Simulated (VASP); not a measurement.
Runs of VASP 6.6.1 on ScAl2As3. The structure is that of space group P-4m2 (No. 115), or close to it. The cells are those of the table. 

```tsv
task	spin	cell	cutoff (eV)	gap on the mesh (eV)	pressure (GPa)	largest force (eV/Å)
single point	off	a = 3.822, b = 3.822, c = 7.730 Å, 6 atoms	520	none	0.3	0.01
relaxation of cell and atoms	off	relaxed from a = 3.786, b = 3.786, c = 8.352 Å, 6 atoms	600	none	-0.1	0.03
single point	collinear, ferromagnetic start	a = 3.822, b = 3.822, c = 7.730 Å, 6 atoms	520	none	0.3	0.01
single point	off	a = 3.786, b = 3.786, c = 8.352 Å, 6 atoms	520	none	-2.8	(a)
```

Alike in all rows: level PBE; potentials or basis VASP PAW PBE potentials, release 64 (Sc_sv, Al, As); k mesh 4 × 4 × 2; smearing gaussian 0.1 eV.

Problem. Estimate the missing entries.

Solution. (a) 1.58.

Caveats: all runs use coarse meshes; forces of over 1 eV/Å act on the atoms, so gaps and moduli don't describe the material at rest (some runs).

A k mesh can miss the band edges, and the runs leave out spin-orbit coupling on As.

A gap of «none» marks levels without a gap at the run's occupations.
